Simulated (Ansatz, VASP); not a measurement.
**HOs12 in VASP and in Ansatz**

```
Os H
1.0
     5.48000    0.00000    0.00000
    -4.11000    7.11873    0.00000
     0.00000    0.00000    4.32646
Os H
12 1
Direct
  0.00074 0.00052 0.99929
  0.16517 0.22061 0.50018
  0.00397 0.33119 0.00325
  0.17378 0.55803 0.49668
  0.00392 0.67162 0.00367
  0.16676 0.88932 0.50023
  0.50004 0.99955 0.99947
  0.66265 0.21706 0.49614
  0.49346 0.33099 0.00309
  0.66274 0.55767 0.49663
  0.50183 0.66828 0.99949
  0.66617 0.88836 0.50045
  0.83481 0.44433 0.74669
```

Alike in both runs: functional PBE; k mesh 4 × 3 × 4; occupations fermi-dirac, width 0.15 eV; no spin polarisation.

Ansatz relaxed the structure, and its values are those at the end. VASP's run is a single point on that final structure, the one shown.

|  | VASP | Ansatz |
| --- | --- | --- |
| version | VASP 6.6.1 | Ansatz 0.2.0 |
| potentials or method | VASP PAW PBE potentials, release 64 (Os, H), cutoff 520 eV | scalar-relativistic, plane waves, PAW |
| valence electrons in the cell | 97 | 193 |

```csv
,VASP,Ansatz,Ansatz less VASP
rms of the force components (eV/Å),0.041,0.023,-0.0180
```

The functional is the same, so the differences come from potentials, cutoffs and numerics. VASP's potentials hold 97 valence electrons a cell and Ansatz's 193, so a difference there can come from the potentials and not from the codes.

The k mesh is coarse, so the values compare programs but aren't converged. Spin-orbit coupling is off throughout.
